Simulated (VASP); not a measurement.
# AlN: single point with PBEsol

The system is AlN.

```xyz
2
Lattice="0.0000 2.1840 2.1840 2.1840 0.0000 2.1840 2.1840 2.1840 0.0000" Properties=species:S:1:pos:R:3 pbc="T T T"
Al    0.0000    0.0000    0.0000
N     3.5010    3.2760    3.2760
```

This cell differs from its parent crystal: one atom moved.

| Quantity | Value |
| --- | --- |
| Program | VASP 6.6.1 |
| Task | single point |
| Functional | PBEsol |
| Potentials or basis | VASP PAW PBE potentials, release 64 (Al, N) |
| Cutoff | 520 eV |
| k mesh | 10 × 10 × 10 |
| Occupations | gaussian, width 0.02 eV |
| Spin | no spin polarisation |

* Pressure: 7.6 GPa
* Largest force: 3.138 eV/Å
* Band gap on the k mesh: 2.63 eV, indirect (least direct gap 3.50 eV)

Forces in eV/Å, atoms in the order of the input:
```
Al   3.138  0.000  0.000
N   -3.138  0.000  0.000
```

Stress tensor (GPa, compression positive):
```
 0.88  0.00  0.00
 0.00 10.92 17.40
 0.00 17.40 10.92
```

Levels at points of the mesh, in eV from the valence-band top:
| k point | band 2 | band 3 | band 4 | band 5 | band 6 | band 7 |
| --- | --- | --- | --- | --- | --- | --- |
| (0.00, 0.00, 0.00) | -1.14 | -0.48 | 0.00 | 3.50 | 11.90 | 12.01 |
| (0.50, 0.00, 0.00) | -6.59 | -1.10 | -0.55 | 6.50 | 8.95 | 10.34 |
| (0.00, 0.50, 0.00) | -6.26 | -1.57 | -0.79 | 6.74 | 9.23 | 10.37 |
| (0.50, 0.50, 0.00) | -5.50 | -2.27 | -2.21 | 2.63 | 7.67 | 13.03 |
| (0.00, 0.50, 0.50) | -5.45 | -2.76 | -1.95 | 2.73 | 8.01 | 13.06 |

Wall time 60 s on 1 thread of AMD EPYC 7R13, with other jobs on the host, peak memory 0.13 GiB.

Caveat: the cell differs from its parent crystal (one atom moved); the PAW data sets were made with another functional, which shifts forces and pressure a little. A k mesh can miss the band edges.
